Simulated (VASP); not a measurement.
Input of a VASP 6.6.1 run:

Contents of POSCAR:

```
Tl
1.0
   -1.7075780320      1.7075780320      1.7075780320
    1.7075780320     -1.7075780320      1.7075780320
    1.7075780320      1.7075780320     -1.7075780320
Tl
1
Direct
    0.0000000000      0.0000000000      0.0000000000
```

File INCAR.step1:

```
SYSTEM = Tl
ALGO = Normal
EDIFF = 1E-5
ENCUT = 550
GGA = PE
GGA_COMPAT = .FALSE.
ISMEAR = -1
LASPH = .TRUE.
LCHARG = .FALSE.
LREAL = .FALSE.
LWAVE = .TRUE.
NBANDS = 12
NELM = 120
PREC = Accurate
SIGMA = 0.1
```

The input INCAR.step2:

```
SYSTEM = Tl
ALGO = Normal
EDIFF = 1E-6
ENCUT = 550
GGA_COMPAT = .FALSE.
ISIF = 2
ISMEAR = -1
ISTART = 1
LASPH = .TRUE.
LCHARG = .FALSE.
LMIXTAU = .TRUE.
LREAL = .FALSE.
LWAVE = .FALSE.
METAGGA = R2SCAN
NBANDS = 12
NELM = 120
PREC = Accurate
SIGMA = 0.1
```

The input KPOINTS:

```
k-points
0
G
  8 8 8
  0 0 0
```

Potentials or basis: VASP PAW PBE potentials, release 64 (Tl_d).

Command:

```sh
$ cat potpaw_PBE.64/Tl_d/POTCAR > POTCAR
$ cp INCAR.step1 INCAR
$ mpirun -np 1 vasp_std > vasp.out
$ cp INCAR.step2 INCAR
$ mpirun -np 1 vasp_std > vasp.out
```

Task: Predict the band gap on the k mesh.

Result: Zero (an odd number of electrons rules out a gap without spin polarisation).

Task: Estimate the pressure.

Result: 40.3 GPa.

Caveat: the cell stands under pressure; the PAW data sets were made with another functional, which shifts forces and pressure a little; spin-orbit coupling is left out, which moves the levels of the heavy elements.
